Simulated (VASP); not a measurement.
Write the native input for VASP 6.6.1 that does the following.

```
Task                   : single point
Functional             : PBE
Potentials or basis    : VASP PAW PBE potentials, release 64 (K_sv, Rh_pv)
Cutoff                 : 520 eV
k mesh                 : 7 × 7 × 7
Occupations            : fermi-dirac, width 0.05 eV
Spin                   : no spin polarisation
Dipole correction      : no
Further INCAR settings : ALGO = Normal; EDIFF = 1e-07; NBANDS = 19
```

The structure of KRh lies in POSCAR:

```
KRh
1.0
    3.9266231500      0.0000000000      0.0000000000
    0.0000000000      3.9266231500      0.0000000000
    0.0000000000      0.0000000000      3.9266231500
K Rh
1 1
Direct
    0.0000000000      0.0000000000      0.0000000000
    0.5000000000      0.5000000000      0.5000000000
```

One way to write it, as run:

INCAR

```
SYSTEM = KRh
  ALGO = Normal
  EDIFF = 1E-7
  ENCUT = 520
  GGA = PE
  ISIF = 2
  ISMEAR = -1
  LASPH = .TRUE.
  LCHARG = .FALSE.
  LREAL = .FALSE.
  LWAVE = .FALSE.
  NBANDS = 19
  NELM = 60
  PREC = Accurate
  SIGMA = 0.05
```

KPOINTS

```
k-points
0
G
  7 7 7
  0 0 0
```

Potentials or basis: VASP PAW PBE potentials, release 64 (K_sv, Rh_pv).

Command:

```sh
$ cat potpaw_PBE.64/K_sv/POTCAR potpaw_PBE.64/Rh_pv/POTCAR > POTCAR
$ mpirun -np 1 vasp_std > vasp.out
```

Results of the run:

- Pressure: -3.3 GPa
- Band gap on the k mesh: zero (bands 12 and 13 overlap by 0.26 eV)

Caveat: the cell stands under tension.

Wall time 30 s on 1 thread of Intel Xeon 8259CL, on a shared host, peak memory 0.17 GiB.
